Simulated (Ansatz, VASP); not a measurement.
## NbTe in VASP and in Ansatz

Contents of INCAR:

```
PREC = Accurate
ENCUT = 520
EDIFF = 1E-7
ISMEAR = 0
SIGMA = 0.016
LREAL = F
LASPH = T
NELM = 80
ALGO = Normal
ISIF = 2
LWAVE = F
LCHARG = T
GGA = PE
LELF = T
LVHAR = T
NBANDS = 16
```

File KPOINTS:

```
Automatic mesh
0
Gamma
  8 8 7
```

POSCAR

```
NbTe
1.0
    3.7029743866      0.0000000000      0.0000000000
   -1.8514871933      3.2068698884      0.0000000000
    0.0000000000      0.0000000000      3.6942110000
Te Nb
1 1
Direct
    0.6666666667      0.3333333333      0.0000000000
    0.0000000000      0.0000000000      0.5000000000
```

input.yaml

```yaml
crystal:
  lattice:
    - [3.7029743866, 0.0, 0.0]
    - [-1.8514871933, 3.2068698884, 0.0]
    - [0.0, 0.0, 3.694211]
  atoms:
    - { symbol: Te, position: [0.6666666667, 0.3333333333, 0.0] }
    - { symbol: Nb, position: [0.0, 0.0, 0.5] }
hamiltonian:
  xc: pbe
  pseudopotentials: { kind: paw }
kpoints:
  mp_grid: { grid: [8, 8, 7] }
scf:
  occupations: { method: gaussian, width: 0.016 }
output:
  forces: true
  stress: true
  eigenvalues: true
```

Alike in both runs: task single point; functional PBE; k mesh 8 × 8 × 7; occupations gaussian, width 0.016 eV; no spin polarisation.

|  | VASP | Ansatz |
| --- | --- | --- |
| version | VASP 6.6.1 | Ansatz 0.2.0 |
| potentials or method | VASP PAW PBE potentials, release 64 (Te, Nb_sv) | Ansatz PAW |
| plane-wave cutoff (eV) | 520 | 420 |
| valence electrons in the cell | 19 | 29 |

|  | VASP | Ansatz | Ansatz less VASP |
| --- | --- | --- | --- |
| gap on the k mesh at the Fermi level (eV) | none | none | - |
| pressure (GPa) | -0.8 | -0.6 | +0.23 |
| traceless stress, the component that is largest in VASP (GPa) | 0.84 | 0.89 | +0.047 |

A gap of «none» marks a metal or a gap that the smearing closes. VASP's potentials hold 19 valence electrons a cell and Ansatz's 29, so a difference there can come from the potentials and not from the codes.

Spin-orbit coupling is off throughout.
